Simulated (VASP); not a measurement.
# MgO (zincblende type) (F-43m) in VASP: relaxation of cell and atoms with PBE

Aim: the relaxation of cell and atoms of MgO (zincblende type) with PBE.

Everything below comes from runs of VASP 6.6.1. Logs are shortened: lines on timing, memory, paths and dates and some standing lists are left out, and cuts for length are marked.

### Step 1. The cell of the first run

It takes space group F-43m (No. 216, cubic). Conventional cell: a = 4.494 Å, b = 4.494 Å, c = 4.494 Å, α = 90.00°, β = 90.00°, γ = 90.00°. Within 2.6 Å of Mg (site symmetry -43m) lie 4 O at 1.95 Å. Within 2.6 Å of O (site symmetry -43m) lie 4 Mg at 1.95 Å.

### Step 2. Relaxation of cell and atoms, PBE

Input file INCAR:

```
PREC = Accurate
ENCUT = 600
EDIFF = 1E-7
ISMEAR = -1
SIGMA = 0.08
LREAL = F
LASPH = T
NELM = 60
ALGO = Normal
ISIF = 3
LWAVE = F
LCHARG = F
GGA = PE
IBRION = 2
NSW = 100
EDIFFG = -0.005
```

Input file KPOINTS:

```
regular mesh
0
Gamma
  13 13 13
```

Input file POSCAR:

```
MgO
1.0
    0.0000000000      2.2468001554      2.2468001554
    2.2468001554      0.0000000000      2.2468001554
    2.2468001554      2.2468001554      0.0000000000
Mg O
1 1
Direct
    0.0000000000      0.0000000000      0.0000000000
    0.2500000000      0.2500000000      0.2500000000
```

Potentials or basis: VASP PAW PBE potentials, release 64 (Mg, O).

Started as:

```console
> cat potpaw_PBE.64/Mg/POTCAR potpaw_PBE.64/O/POTCAR > POTCAR
> mpirun -np 1 vasp_std > vasp.out
```

OUTCAR:

```text
PREC = Accurate
   ENCUT = 600
   EDIFF = 1E-7
   ISMEAR = -1
   LREAL = F
   LASPH = T
   NELM = 60
   ISIF = 3
   GGA = PE
   IBRION = 2
   NSW = 100
   EDIFFG = -0.005

 ion  position               nearest neighbor table
   1  0.000  0.000  0.000-   2 1.95   2 1.95   2 1.95   2 1.95
   2  0.250  0.250  0.250-   1 1.95   1 1.95   1 1.95   1 1.95

  LATTYP: Found a face centered cubic cell.
 ALAT       =     4.4936003108

  Lattice vectors:

 A1 = (   0.0000000000,   2.2468001554,   2.2468001554)
 A2 = (   2.2468001554,   0.0000000000,   2.2468001554)
 A3 = (   2.2468001554,   2.2468001554,   0.0000000000)

Analysis of symmetry for initial positions (statically):
=====================================================================
 Subroutine PRICEL returns:
 Original cell was already a primitive cell.

 Routine SETGRP: Setting up the symmetry group for a
 face centered cubic supercell.

 Subroutine GETGRP returns: Found 24 space group operations
 (whereof 24 operations were pure point group operations)
 out of a pool of 48 trial point group operations.

The static configuration has the point symmetry T_d .

Analysis of symmetry for dynamics (positions and initial velocities):
=====================================================================
 Subroutine PRICEL returns:
 Original cell was already a primitive cell.

 Routine SETGRP: Setting up the symmetry group for a
 face centered cubic supercell.

 Subroutine GETGRP returns: Found 24 space group operations
 (whereof 24 operations were pure point group operations)
 out of a pool of 48 trial point group operations.

The dynamic configuration has the point symmetry T_d .

 Subroutine INISYM returns: Found 24 space group operations
 (whereof 24 operations are pure point group operations),
 and found     1 'primitive' translations

----------------------------------------------------------------------------------------

                                     Primitive cell

  volume of cell :      22.6842

  direct lattice vectors                    reciprocal lattice vectors
     0.000000000  2.246800155  2.246800155    -0.222538706  0.222538706  0.222538706
     2.246800155  0.000000000  2.246800155     0.222538706 -0.222538706  0.222538706
     2.246800155  2.246800155  0.000000000     0.222538706  0.222538706 -0.222538706

  length of vectors
     3.177455252  3.177455252  3.177455252     0.385448346  0.385448346  0.385448346

  position of ions in fractional coordinates (direct lattice)
     0.000000000  0.000000000  0.000000000
     0.250000000  0.250000000  0.250000000

  ion indices of the primitive-cell ions
   primitive index   ion index
                 1           1
                 2           2

----------------------------------------------------------------------------------------

 KPOINTS: regular mesh

Automatic generation of k-mesh.
 Grid dimensions read from file:
 generate k-points for:   13   13   13

 Generating k-lattice:

  Cartesian coordinates                     Fractional coordinates (reciprocal lattice)
    -0.017118362  0.017118362  0.017118362     0.076923077  0.000000000  0.000000000
     0.017118362 -0.017118362  0.017118362     0.000000000  0.076923077  0.000000000
     0.017118362  0.017118362 -0.017118362     0.000000000  0.000000000  0.076923077

  Length of vectors
     0.029649873  0.029649873  0.029649873

  Shift w.r.t. Gamma in fractional coordinates (k-lattice)
     0.000000000  0.000000000  0.000000000

 Subroutine IBZKPT returns following result:
 ===========================================

 Found     84 irreducible k-points:

 Following reciprocal coordinates:
            Coordinates               Weight
  0.000000  0.000000  0.000000      1.000000
  0.076923  0.000000  0.000000      8.000000
  0.153846  0.000000  0.000000      8.000000
  0.230769  0.000000  0.000000      8.000000
  0.307692  0.000000  0.000000      8.000000
  0.384615  0.000000  0.000000      8.000000
[... 16 lines left out ...]
  0.384615  0.153846  0.000000     24.000000
  0.461538  0.153846  0.000000     24.000000
 [... further k-points ...]
   k-points           NKPTS =     84   k-points in BZ     NKDIM =     84   number of bands    NBANDS=      8
   number of dos      NEDOS =    301   number of ions     NIONS =      2
   total plane-waves  NPLWV =  21952
   dimension x,y,z NGX =    28 NGY =   28 NGZ =   28
   dimension x,y,z NGXF=    56 NGYF=   56 NGZF=   56
   ions per type =               1   1
   NGX,Y,Z   is equivalent  to a cutoff of  14.65, 14.65, 14.65 a.u.
   NGXF,Y,Z  is equivalent  to a cutoff of  29.30, 29.30, 29.30 a.u.
 SYSTEM =  unknown system
   PREC   = accura    normal or accurate (medium, high low for compatibility)
   ISTART =      0    job   : 0-new  1-cont  2-samecut
   ICHARG =      2    charge: 1-file 2-atom 10-const
   ISPIN  =      1    spin polarized calculation?
   LNONCOLLINEAR =      F non collinear calculations
   LSORBIT =      F    spin-orbit coupling
   LASPH  =      T    aspherical Exc in radial PAW
   ENCUT  =  600.0 eV  44.10 Ry    6.64 a.u.   6.35  6.35  6.35*2*pi/ulx,y,z
   NELM   =     60;   NELMIN=  2; NELMDL= -5     # of ELM steps
   EDIFF  = 0.1E-06   stopping-criterion for ELM
   LREAL  =      F    real-space projection
   EDIFFG = -.5E-02   stopping-criterion for IOM
   NSW    =    100    number of steps for IOM
   IBRION =      2    ionic relax: 0-MD 1-quasi-New 2-CG
   NFREE  =      1    steps in history (QN), initial steepest desc. (CG)
   ISIF   =      3    stress and relaxation
   ISYM   =      2    0-nonsym 1-usesym 2-fastsym
   POTIM  = 0.5000    time-step for ionic-motion
   TEBEG  =    0.0;   TEEND  =   0.0 temperature during run
   PSTRESS=    0.0 pullay stress
   NELECT =       8.0000    total number of electrons
   NUPDOWN=      -1.0000    fix difference up-down
   EMIN   =  10.00;   EMAX   =-10.00  energy-range for DOS
   EFERMI =   0.00;   METHOD = LEGACY
   ISMEAR =    -1;   SIGMA  =   0.08  broadening in eV -4-tet -1-fermi 0-gaus
   EFERMI_NEDOS =   21; number of points for ismear=-14 and -15
   IALGO  =     38    algorithm
   IMIX   =      4    mixing-type and parameters
     AMIX     =   0.40;   BMIX     =  1.00
     AMIX_MAG =   1.60;   BMIX_MAG =  1.00
  volume/ion in A,a.u.               =      11.34        76.54
  Fermi-wavevector in a.u.,A,eV,Ry     =   1.156637  2.185727 18.201996  1.337809
  Thomas-Fermi vector in A             =   2.293255
   LORBIT       =      0    0 simple, 1 ext, 2 COOP (PROOUT), +10 PAW based schemes
   GGA     = PE    functional components
   LHFCALC =     F    Hartree Fock is set to
   AEXX    =    0.0000 exact exchange contribution
   IVDW    =     0    specifies the selected vdW correction
   LEPSILON=     F    determine dielectric tensor
   LRPA    =     F    only Hartree local field effects (RPA)
 conjugate gradient relaxation of ions
 non-spin polarized calculation
  energy-cutoff  :      600.00
  volume of cell :       22.68
 maximum number of plane-waves:       770
 NGX is ok and might be reduce to    28
   NGX = 13   NGY = 13   NGZ = 13

--------------------------------------- Ionic step        1  -------------------------------------------

 number of electron       7.9999999 magnetization

 Free energy of the ion-electron system (eV)
  ---------------------------------------------------
  ext. energy  EPLUGINS =         0.00000000
  ---------------------------------------------------
  free energy    TOTEN  =       -11.65023621 eV

  energy without entropy =      -11.65023621  energy(sigma->0) =      -11.65023621

------------------------ aborting loop because EDIFF is reached ----------------------------------------

  FORCE on cell =-STRESS in cart. coord.  units (eV):
  Direction    XX          YY          ZZ          XY          YZ          ZX
  --------------------------------------------------------------------------------------
  -------------------------------------------------------------------------------------
  Total        1.4092437      1.4092437      1.4092437     -0.0000000      0.0000000     -0.0000000
  in kB       99.5344367     99.5344367     99.5344367     -0.0000000      0.0000000     -0.0000000
  external PRESSURE =      99.5344367 kB  Pullay stress =       0.0000000 kB

 VOLUME and BASIS-vectors are now :
 -----------------------------------------------------------------------------
  energy-cutoff  :      600.00
  volume of cell :       22.68
      direct lattice vectors                 reciprocal lattice vectors
     0.000000000  2.246800155  2.246800155    -0.222538706  0.222538706  0.222538706
     2.246800155  0.000000000  2.246800155     0.222538706 -0.222538706  0.222538706
     2.246800155  2.246800155  0.000000000     0.222538706  0.222538706 -0.222538706

 POSITION                                       TOTAL-FORCE (eV/Angst)
 -----------------------------------------------------------------------------------
      0.00000      0.00000      0.00000        -0.000000     -0.000000     -0.000000
      1.12340      1.12340      1.12340         0.000000      0.000000      0.000000
 -----------------------------------------------------------------------------------
    total drift:                               -0.000000     -0.000000     -0.000000

  FREE ENERGIE OF THE ION-ELECTRON SYSTEM (eV)
  ---------------------------------------------------
  free  energy   TOTEN  =       -11.6502362080 eV

  energy  without entropy=      -11.6502362079  energy(sigma->0) =      -11.65023621

--------------------------------------- Ionic step        2  -------------------------------------------

 number of electron       8.0000001 magnetization

 E-fermi :   2.3024     XC(G=0):  -9.4927

 val. band max:        0.5181594988   @ k =   0.0000   0.0000   0.0000
 cond. band min:       3.8633670153   @ k =   0.0000   0.0000   0.0000
 fundamental gap:      3.3452075165
 Fermi energy:         2.3024301058

 k-point     1 :       0.0000    0.0000    0.0000
  band No.  band energies     occupation
      1     -15.2331      2.00000
      2       0.5182      2.00000
      3       0.5182      2.00000
      4       0.5182      2.00000
      5       3.8634      0.00000
      6      16.7492      0.00000
      7      16.7492      0.00000
      8      16.7492      0.00000

 k-point     2 :       0.0769    0.0000    0.0000
  band No.  band energies     occupation
      1     -15.2012      2.00000
      2       0.2264      2.00000
      3       0.5074      2.00000
      4       0.5074      2.00000
      5       4.2070      0.00000
      6      16.2046      0.00000
      7      16.7588      0.00000
      8      16.7588      0.00000
[... 264 lines left out ...]
 POSITION                                       TOTAL-FORCE (eV/Angst)
 -----------------------------------------------------------------------------------
      4.64635      4.64635      4.64635        -0.000000     -0.000000     -0.000000
      1.16159      1.16159      1.16159         0.000000      0.000000      0.000000
 -----------------------------------------------------------------------------------
    total drift:                               -0.000000     -0.000000     -0.000000

  FREE ENERGIE OF THE ION-ELECTRON SYSTEM (eV)
  ---------------------------------------------------
  free  energy   TOTEN  =       -11.6950354498 eV

  energy  without entropy=      -11.6950354497  energy(sigma->0) =      -11.69503545

--------------------------------------- Ionic step        3  -------------------------------------------

 number of electron       8.0000002 magnetization

 Free energy of the ion-electron system (eV)
  ---------------------------------------------------
  ext. energy  EPLUGINS =         0.00000000
  ---------------------------------------------------
  free energy    TOTEN  =       -11.70100220 eV

  energy without entropy =      -11.70100220  energy(sigma->0) =      -11.70100220

 E-fermi :   2.4386     XC(G=0):  -9.6046

 val. band max:        0.6485267491   @ k =   0.0000   0.0000   0.0000
 cond. band min:       4.1384479013   @ k =   0.0000   0.0000   0.0000
 fundamental gap:      3.4899211522
 Fermi energy:         2.4385916343

 k-point     1 :       0.0000    0.0000    0.0000
  band No.  band energies     occupation
      1     -15.1752      2.00000
      2       0.6485      2.00000
      3       0.6485      2.00000
      4       0.6485      2.00000
      5       4.1384      0.00000
      6      17.1671      0.00000
      7      17.1671      0.00000
      8      17.1671      0.00000

 k-point     2 :       0.0769    0.0000    0.0000
  band No.  band energies     occupation
      1     -15.1415      2.00000
      2       0.3538      2.00000
      3       0.6377      2.00000
      4       0.6377      2.00000
      5       4.4839      0.00000
      6      16.6132      0.00000
      7      17.1757      0.00000
      8      17.1757      0.00000
[... 264 lines left out ...]
 POSITION                                       TOTAL-FORCE (eV/Angst)
 -----------------------------------------------------------------------------------
      0.00000      0.00000      0.00000        -0.000000     -0.000000     -0.000000
      1.15137      1.15137      1.15137         0.000000      0.000000      0.000000
 -----------------------------------------------------------------------------------
    total drift:                               -0.000000     -0.000000     -0.000000

  FREE ENERGIE OF THE ION-ELECTRON SYSTEM (eV)
  ---------------------------------------------------
  free  energy   TOTEN  =       -11.7010021991 eV

  energy  without entropy=      -11.7010021990  energy(sigma->0) =      -11.70100220

 reached required accuracy - stopping structural energy minimisation
```

Wall time 56 s (1 thread of Intel Xeon Platinum 8488C (Sapphire Rapids), shared host); peak memory 0.18 GiB.

What came out:

| Quantity | Value |
| --- | --- |
| Free energy | -11.7010 eV |
| Relaxed volume | 12.21 Å³/atom |
| Relaxed cell | a = 3.257 Å, b = 3.257 Å, c = 3.257 Å, α = 60.00°, β = 60.00°, γ = 60.00° |
| Space group after relaxing (to 0.1 Å) | F-43m (No. 216) |
| Energy gained by relaxing | 25.4 meV/atom |
| Ionic steps | 3 |
| Pressure after relaxing | 0.0 GPa |
| Band gap on the k mesh | 3.49 eV |

Step by step:
```tsv
step	energy change (eV)	largest force (eV/Å)	pressure (GPa)	volume (Å³)
1	0.0000	0.0000	9.95	22.68
2	-0.0448	0.0000	-2.87	25.08
3	-0.0508	0.0000	0.03	24.42
```

Final structure:
```
Mg O
1.0
     0.00000    2.30275    2.30275
     2.30275    0.00000    2.30275
     2.30275    2.30275    0.00000
Mg O
1 1
Direct
  0.00000 0.00000 0.00000
  0.25000 0.25000 0.25000
```

Caveat: an odd mesh through Γ misses points on the zone boundary, where band edges can lie.
